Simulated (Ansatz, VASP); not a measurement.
**Zn5O3: VASP beside Ansatz**

The input INCAR:

```
PREC = Accurate ; ENCUT = 600
EDIFF = 1E-6 ; ISMEAR = 0
SIGMA = 0.2 ; LREAL = False
LASPH = True ; NELM = 100
ALGO = Normal ; ISIF = 3
LWAVE = False ; LCHARG = False
GGA = PE ; IBRION = 2
NSW = 36 ; EDIFFG = -0.08
```

Contents of KPOINTS:

```
regular mesh
0
Gamma
  6 6 2
```

File POSCAR:

```
Zn5O3
1.0
    3.1500000000      0.0000000000      0.0000000000
   -1.5750000000      2.7279800200      0.0000000000
    0.0000000000      0.0000000000     12.1000000000
Zn O
5 3
Direct
    0.0000000000      0.0000000000      0.4300000000
    0.3333333300      0.6666666700      0.6450000000
    0.3333333300      0.6666666700      0.2150000000
    0.0000000000      0.0000000000      0.0000000000
    0.6666666700      0.3333333300      0.8250000000
    0.3333333300      0.6666666700      0.3790000000
    0.0000000000      0.0000000000      0.5930000000
    0.0000000000      0.0000000000      0.1640000000
```

Input for Ansatz:

```yaml
crystal:
  lattice:
    - [3.15, 0.0, 0.0]
    - [-1.575, 2.72798002, 0.0]
    - [0.0, 0.0, 12.1]
  atoms:
    - { symbol: Zn, position: [0.0, 0.0, 0.43] }
    - { symbol: Zn, position: [0.33333333, 0.66666667, 0.645] }
    - { symbol: Zn, position: [0.33333333, 0.66666667, 0.215] }
    - { symbol: Zn, position: [0.0, 0.0, 0.0] }
    - { symbol: Zn, position: [0.66666667, 0.33333333, 0.825] }
    - { symbol: O, position: [0.33333333, 0.66666667, 0.379] }
    - { symbol: O, position: [0.0, 0.0, 0.593] }
    - { symbol: O, position: [0.0, 0.0, 0.164] }
basis:
  ecutwfc: 420
kpoints:
  mp_grid: { grid: [6, 6, 2] }
hamiltonian:
  xc: pbe
scf:
  occupations: { method: gaussian, width: 0.2 }
  lower_state_search: "off"
output:
  forces: true
  stress: true
  eigenvalues: true
relax:
  adjacent_minimum: "off"
  f_tol: 0.08
  max_steps: 16
  cell: { stress_tol: 0.8 }
```

Alike in both runs: task relaxation of cell and atoms; functional PBE; k mesh 6 × 6 × 2; occupations gaussian, width 0.2 eV; no spin polarisation.

|  | VASP | Ansatz |
| --- | --- | --- |
| version | VASP 6.6.1 | Ansatz 0.2.0 |
| potentials or method | VASP PAW PBE potentials, release 64 (Zn, O), cutoff 600 eV | scalar-relativistic, plane waves, PAW |
| valence electrons in the cell | 78 | 78 |

Ansatz gave:

```
gap on the k mesh at the Fermi level, each at its own relaxed structure (eV)  : none
relaxed volume (Å³/atom)                                                      : 13.55
relaxed length of the cell vector where the two differ most in proportion (Å) : 3.223
```

Task: Which values does VASP return?

Result: gap on the k mesh at the Fermi level, each at its own relaxed structure (eV): none; relaxed volume (Å³/atom): 13.70; relaxed length of the cell vector where the two differ most in proportion (Å): 3.238.

A gap of «none» marks a metal or a gap that the smearing closes.

The k mesh is coarse, so the values compare programs but aren't converged.
